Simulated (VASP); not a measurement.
Runs of VASP 6.6.1 on Ge. The structure is that of space group P6/mmm (No. 191), or close to it. The cells are those of the table. This isn't the form of Ge at room conditions, which is diamond.

```csv
level,cell,gap on the mesh (eV),pressure (GPa)
revPBE+D3(BJ),"a = 2.838, b = 2.838, c = 5.204 Å, angles 90.0, 90.0, 120.0°, 2 atoms",none,-0.2
PBEsol,"a = 2.642, b = 2.642, c = 4.839 Å, angles 90.0, 90.0, 120.0°, 2 atoms",none,29.9
RPBE+D4,"a = 2.841, b = 2.841, c = 5.203 Å, angles 90.0, 90.0, 120.0°, 2 atoms",none,-0.2
revPBE+D4,"a = 2.847, b = 2.847, c = 5.216 Å, angles 90.0, 90.0, 120.0°, 2 atoms",none,-0.2
PBEsol,"a = 2.693, b = 2.693, c = 4.923 Å, angles 90.0, 90.0, 120.0°, 2 atoms",none,19.8
revPBE+D3(BJ),"a = 2.839, b = 2.839, c = 5.204 Å, angles 90.0, 90.0, 120.0°, 2 atoms",none,-0.2
PBEsol,"a = 2.798, b = 2.798, c = 5.129 Å, angles 90.0, 90.0, 120.0°, 2 atoms",none,4.9
revPBE+D4,"a = 2.846, b = 2.846, c = 5.215 Å, angles 90.0, 90.0, 120.0°, 2 atoms",none,0.0
PBEsol,"a = 2.850, b = 2.850, c = 5.219 Å, angles 90.0, 90.0, 120.0°, 2 atoms",none,(a)
PBEsol,"a = 2.743, b = 2.743, c = 5.050 Å, angles 90.0, 90.0, 119.0°, 2 atoms",none,(b)
```

Alike in all rows: task single point; potentials or basis VASP PAW PBE potentials, release 64 (Ge_d); no spin polarisation; k mesh 10 × 10 × 6; cutoff (eV) 520; smearing fermi-dirac 0.05 eV.

Q: Fill in the values left out.

A: (a) -0.1; (b) 9.9.

Caveats: the PAW data sets were made with another functional, which shifts forces and pressure a little; the cell stands under pressure (at least some runs).

A k mesh can miss the band edges, and the runs leave out spin-orbit coupling on Ge.

A gap of «none» marks levels without a gap at the run's occupations.
